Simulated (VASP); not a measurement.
Input of a VASP 6.6.1 run:

The input INCAR:

```
PREC = Accurate
ENCUT = 600
EDIFF = 1E-6
ISMEAR = 0
SIGMA = 0.1
LREAL = False
LASPH = True
NELM = 120
ALGO = Normal
ISIF = 2
LWAVE = False
LCHARG = False
NBANDS = 15
GGA_COMPAT = False
```

File KPOINTS:

```
Automatic mesh
0
Gamma
  8 8 8
```

Contents of POSCAR:

```
TiC
1.0
    0.0000000000      2.1305394196      2.1305394196
    2.1305394196      0.0000000000      2.1305394196
    2.1305394196      2.1305394196      0.0000000000
Ti C
1 1
Direct
    0.0000000000      0.0000000000      0.0000000000
    0.5000000000      0.5000000000      0.5000000000
```

Potentials or basis: VASP PAW LDA potentials, release 64 (Ti_sv, C).

Launch:

```bash
$ cat potpaw_LDA.64/Ti_sv/POTCAR potpaw_LDA.64/C/POTCAR > POTCAR
$ mpirun -np 1 vasp_std > vasp.out
```

(1) Predict the pressure.

(2) Predict the band gap on the k mesh.

Answers

(1) 0.6 GPa.

(2) zero (band 8 reaches 10.47 eV, above the bottom of band 9 at 9.41 eV).
